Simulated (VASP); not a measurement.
## Ga4AsP3: relaxation of cell and atoms with PBE

The system is Ga4AsP3.

```
CELL_PARAMETERS angstrom
3.92602 0.02839 0.04673
0.02839 3.97921 -0.03060
0.13219 -0.08655 11.30607
ATOMIC_POSITIONS crystal
Ga 0.52347 0.03178 0.86251
Ga 0.03441 0.48864 0.62351
Ga 0.50546 0.93348 0.37437
Ga 0.02558 0.43361 0.13013
P 0.00817 0.03843 0.52607
P 0.50552 0.50662 0.23535
P 0.43692 0.55772 0.74913
As 0.96046 0.00973 0.99893
```

* Program: VASP 6.6.1
* Task: relaxation of cell and atoms
* Functional: PBE
* Potentials or basis: VASP PAW PBE potentials, release 64 (Ga_d, P, As)
* Cutoff: 600 eV
* k mesh: 4 × 4 × 2
* Occupations: gaussian, width 0.1 eV
* Spin: no spin polarisation
* Dipole correction: no
* Further INCAR settings: ALGO = Normal; EDIFF = 1e-06; IBRION = 2; EDIFFG = -0.025; NSW = 80; ISIF = 3

| Quantity | Value |
| --- | --- |
| Relaxed volume | 21.57 Å³/atom |
| Relaxed cell | a = 3.955 Å, b = 3.954 Å, c = 11.036 Å, α = 90.03°, β = 90.01°, γ = 89.97° |
| Space group after relaxing (to 0.1 Å) | P-4m2 (No. 115) |
| Energy gained by relaxing | 324.0 meV/atom |
| Ionic steps | 22 |
| Pressure after relaxing | 0.0 GPa |
| Largest force after relaxing | 0.016 eV/Å |
| Band gap on the k mesh | 1.15 eV |

Forces in eV/Å, atoms in the order of the input:
```
Ga   0.004 -0.008 -0.008
Ga   0.001 -0.016 -0.004
Ga   0.003 -0.002  0.008
Ga   0.002  0.003  0.011
P   -0.008  0.003 -0.013
P   -0.004  0.002 -0.005
P    0.002  0.009  0.009
As   0.000  0.010  0.001
```

The path:
```csv
step,energy change (eV),largest force (eV/Å),pressure (GPa),volume (Å³)
1,0.0000,5.2217,2.39,176.58
2,-1.6898,1.6336,-3.22,184.77
3,-1.7104,1.6784,-3.10,183.74
4,-2.3261,0.6731,-0.36,174.11
5,-2.3635,0.8658,0.71,171.49
6,-2.4897,0.5836,-0.01,172.65
7,-2.4899,0.5876,-0.03,172.69
8,-2.5274,0.2674,-0.18,172.88
9,-2.5324,0.3076,-0.22,172.98
10,-2.5499,0.2459,0.11,172.19
11,-2.5577,0.2617,0.52,171.28
12,-2.5697,0.1741,0.05,172.39
13,-2.5721,0.1888,-0.23,173.08
14,-2.5792,0.1252,-0.13,172.85
15,-2.5815,0.1307,-0.04,172.65
16,-2.5859,0.0913,0.11,172.37
17,-2.5882,0.0924,0.23,172.09
18,-2.5867,0.1872,0.44,171.53
19,-2.5886,0.1196,0.27,171.92
20,-2.5911,0.0622,-0.02,172.60
21,-2.5913,0.0617,-0.14,172.84
22,-2.5919,0.0165,0.02,172.55
```

Final structure:
```
Ga P As
1.0
     3.95450    0.00147   -0.00181
     0.00041    3.95393   -0.00163
     0.00250   -0.00068   11.03574
Ga P As
4 3 1
Direct
  0.49947 0.00056 0.86784
  0.99988 0.50148 0.62257
  0.50034 0.99999 0.37749
  0.00010 0.49850 0.13208
  0.00047 0.00093 0.50011
  0.50026 0.49968 0.25479
  0.49984 0.50034 0.74517
  0.99964 0.99854 0.99995
```

Levels at points of the mesh, in eV from the valence-band top:
```tsv
k point	band 34	band 35	band 36	band 37	band 38	band 39
(0.00, 0.00, 0.00)	-0.03	-0.02	0.00	1.15	1.56	1.59
(0.50, 0.00, 0.00)	-1.07	-1.05	-0.74	1.33	1.35	2.75
(0.00, 0.50, 0.00)	-1.08	-1.05	-0.74	1.33	1.35	2.75
(0.50, 0.50, 0.00)	-2.56	-2.56	-2.50	1.52	1.79	1.80
(0.00, 0.00, 0.50)	-0.81	-0.51	-0.51	1.44	1.53	2.34
(0.50, 0.00, 0.50)	-1.37	-1.34	-0.74	2.23	2.27	2.29
(0.00, 0.50, 0.50)	-1.36	-1.34	-0.74	2.23	2.27	2.28
(0.50, 0.50, 0.50)	-2.98	-2.95	-2.84	2.56	2.74	2.79
```

Run time: 24 min on 1 thread of Intel(R) Xeon(R) 6975P-C (Granite Rapids), on a shared host, peak memory 0.4 GiB.

A k mesh can miss the band edges.
